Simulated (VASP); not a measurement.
Be: single point with PBE

The system is Be.

```
Be
1.0
     0.00000    1.58485    1.58485
     1.58485    0.00000    1.58485
     1.58485    1.58485    0.00000
Be
1
Direct
  0.00000 0.00000 0.00000
```

```
Program                : VASP 6.6.1
Task                   : single point
Functional             : PBE
Potentials or basis    : VASP PAW PBE potentials, release 64 (Be)
Cutoff                 : 520 eV
k mesh                 : 21 × 21 × 21
Occupations            : fermi-dirac, width 0.08 eV
Spin                   : no spin polarisation
Dipole correction      : no
Further INCAR settings : ALGO = Normal; EDIFF = 1e-06; NBANDS = 7
```

```json
{
  "Pressure": "-1.1 GPa",
  "Band gap on the k mesh": "zero (band 1 reaches 7.74 eV, above the bottom of band 2 at 7.24 eV)"
}
```

Levels at points of the mesh, in eV from the Fermi level:
| k point | band 1 | band 2 | band 3 | band 4 | band 5 | band 6 |
| --- | --- | --- | --- | --- | --- | --- |
| (0.00, 0.00, 0.00) | -11.79 | 19.29 | 19.29 | 19.29 | 28.93 | 28.93 |

Wall time 10 s on 1 thread of Intel(R) Xeon(R) Platinum 8259CL CPU @ 2.50GHz (Skylake/Cascade Lake), with other jobs on the host, peak memory 0.12 GiB.
